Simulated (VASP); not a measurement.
Here is a VASP 6.6.1 calculation.

The input INCAR:

```
SYSTEM = Te2Mo
  PREC = Accurate
  ENCUT = 520
  EDIFF = 1E-6
  ISMEAR = 0
  SIGMA = 0.02
  LREAL = .False.
  LASPH = .True.
  NELM = 100
  ALGO = Normal
  ISIF = 2
  LWAVE = .False.
  LCHARG = .True.
  LDIPOL = .True.
  IDIPOL = 3
  DIPOL = 0.5 0.5 0.500
  GGA = PE
  IVDW = 12
  LELF = .True.
  LVHAR = .True.
  LVACPOTAV = .True.
  NBANDS = 20
```

Contents of KPOINTS:

```
regular mesh
0
Gamma
  9 9 1
  0 0 0
```

File POSCAR:

```
Te2Mo
1.0
    3.3170000000      0.0000000000      0.0000000000
   -1.6585000000      2.8726062644      0.0000000000
    0.0000000000      0.0000000000     33.2698832047
Te Mo
2 1
Direct
    0.3333333333      0.6666666667      0.4510668556
    0.3333333333      0.6666666667      0.5489331444
    0.6666666667      0.3333333333      0.5000000000
```

Potentials or basis: VASP PAW PBE potentials, release 64 (Te, Mo_sv).

The run is started by

```bash
$ cat potpaw_PBE.64/Te/POTCAR potpaw_PBE.64/Mo_sv/POTCAR > POTCAR
$ mpirun -np 1 vasp_std > vasp.out
```

(1) Estimate the band gap on the k mesh.

(2) What does it give for the dispersion energy per atom?

(3) Predict the largest force.

Results:

(1) 1.34 eV, direct.

(2) -0.467 eV.

(3) 5.313 eV/Å.

Caveat: spin-orbit coupling is left out, which moves the levels of the heavy elements.
